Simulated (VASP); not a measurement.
A run of VASP 6.6.1 is set up as follows.

INCAR

```
SYSTEM = Ge
PREC = Accurate ; ENCUT = 520
EDIFF = 1E-7 ; ISMEAR = -1
SIGMA = 0.05 ; LREAL = .False.
LASPH = .True. ; NELM = 80
ALGO = Normal ; ISIF = 2
LWAVE = .False. ; LCHARG = .False.
GGA = PE ; NBANDS = 13
```

KPOINTS

```
Automatic mesh
0
Gamma
  12 12 12
  0 0 0
```

File POSCAR:

```
Ge
1.0
   -1.5866819298      1.5866819298      1.8478636534
    1.5866819298     -1.5866819298      1.8478636534
    1.5866819298      1.5866819298     -1.8478636534
Ge
1
Direct
    0.5000000000      0.5000000000      0.0000000000
```

Potentials or basis: VASP PAW PBE potentials, release 64 (Ge_d).

Launch:

```bash
$ cat potpaw_PBE.64/Ge_d/POTCAR > POTCAR
$ mpirun -np 1 vasp_std > vasp.out
```

**Question.** Estimate the pressure.

**Answer.** 3.4 GPa.

**Question.** Predict the band gap on the k mesh.

**Answer.** Zero (band 7 reaches 15.94 eV, above the bottom of band 8 at 4.09 eV).

Stress tensor (GPa, compression positive):
```
3.32 0.00 0.00
0.00 3.32 0.00
0.00 0.00 3.50
```
